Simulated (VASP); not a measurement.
**CaB: single point with PBEsol**

CaB:

```
Ca B
1.0
     3.97170   -0.03832   -0.02869
     2.04301   -5.99037   -0.04011
     0.04281   -0.02576   -5.96460
Ca B
4 4
Direct
  0.44924 0.10461 0.75620
  0.55457 0.88798 0.25450
  0.72924 0.54848 0.74701
  0.28861 0.45352 0.24473
  0.09818 0.81270 0.93728
  0.90483 0.19609 0.44462
  0.90257 0.19036 0.05797
  0.09311 0.80193 0.55821
```

| Item | Value |
| --- | --- |
| Program | VASP 6.6.1 |
| Task | single point |
| Functional | PBEsol |
| Potentials or basis | VASP PAW PBE potentials, release 64 (Ca_sv, B) |
| Cutoff | 520 eV |
| k mesh | 5 × 3 × 3, shifted |
| Occupations | methfessel-paxton, width 0.0184 eV |
| Spin | no spin polarisation |
| Dipole correction | no |
| k mesh for the DOS | 8 × 5 × 5 |
| Occupations for the DOS | tetrahedron |
| Further INCAR settings | ALGO = Fast; EDIFF = 1e-07 |

| Item | Value |
| --- | --- |
| Valence electrons inside the program's atomic spheres | Ca 8.22; B 1.56, 1.53, 1.55 (each value once) |

Levels at points of the mesh, in eV from the Fermi level:
```tsv
k point	band 22	band 23	band 24	band 25	band 26	band 27	band 28	band 29	band 30	band 31
(0.00, 0.00, 0.00)	-2.41	-0.63	-0.19	-0.10	0.46	0.67	0.85	1.47	2.22	2.96
(0.50, 0.00, 0.00)	-1.75	-1.28	-1.08	-0.25	-0.15	-0.12	0.41	1.32	1.35	2.96
```

It took 12 min on 1 thread of Intel(R) Xeon(R) Platinum 8488C (Sapphire Rapids), with other jobs on the host, peak memory 0.46 GiB.
